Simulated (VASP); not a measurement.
CdS, 4 atoms in the cell. The typed cell holds 4 atoms: a = 3.886 Å, b = 5.495 Å, c = 3.885 Å, α = 90.00°, β = 90.00°, γ = 90.00°. 

```yaml
Program: VASP 6.6.1
Task: single point
Functional: PBE
Potentials_or_basis: VASP PAW PBE potentials, release 64 (Cd, S)
Cutoff: 520 eV
k_mesh: 10 × 8 × 10
Occupations: gaussian, width 0.01 eV
Spin: no spin polarisation
Dipole_correction: no
Further_INCAR_settings: ALGO = Normal; EDIFF = 1e-06; NBANDS = 26
```

Potentials or basis: VASP PAW PBE potentials, release 64 (Cd, S).

Command:

```sh
$ cat potpaw_PBE.64/Cd/POTCAR potpaw_PBE.64/S/POTCAR > POTCAR
$ mpirun -np 1 vasp_std > vasp.out
```

Hardware: 1 thread of AMD EPYC 7R13 Processor (Zen 3) (shared host).

How long does it take, and how much memory?

Run time: 3.6 min on 1 thread of AMD EPYC 7R13 Processor (Zen 3), with other jobs on the host, peak memory 0.38 GiB. Counts: scf iterations 14, k points 180.
